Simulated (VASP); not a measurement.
Crystal: KF.

```
K F
1.0
     0.00000    2.93540    2.93540
     2.93540    0.00000    2.93540
     2.93540    2.93540    0.00000
K F
1 1
Direct
  0.00000 0.00000 0.00000
  0.25000 0.25000 0.25000
```

Base run:

- Program: VASP 6.6.1
- Functional: r2SCAN
- Potentials or basis: VASP PAW PBE potentials, release 64 (K_sv, F)
- Cutoff: 520 eV
- k mesh: 6 × 6 × 6
- Occupations: gaussian, width 0.01 eV
- Spin: no spin polarisation

Its results: band gap on the k mesh 5.74 eV (least direct gap 5.95 eV); pressure 0.0 GPa.

The run is repeated on the same cell with these changes: functional from r2SCAN to PBE; k mesh from 6 × 6 × 6 to 8 × 8 × 8. What comes out?

Band gap on the k mesh 5.16 eV (least direct gap 5.37 eV); pressure 0.9 GPa.

Several settings changed at once.

Caveats: the PAW data sets were made with another functional, which shifts forces and pressure a little (at least some runs).

A k mesh can miss the band edges.
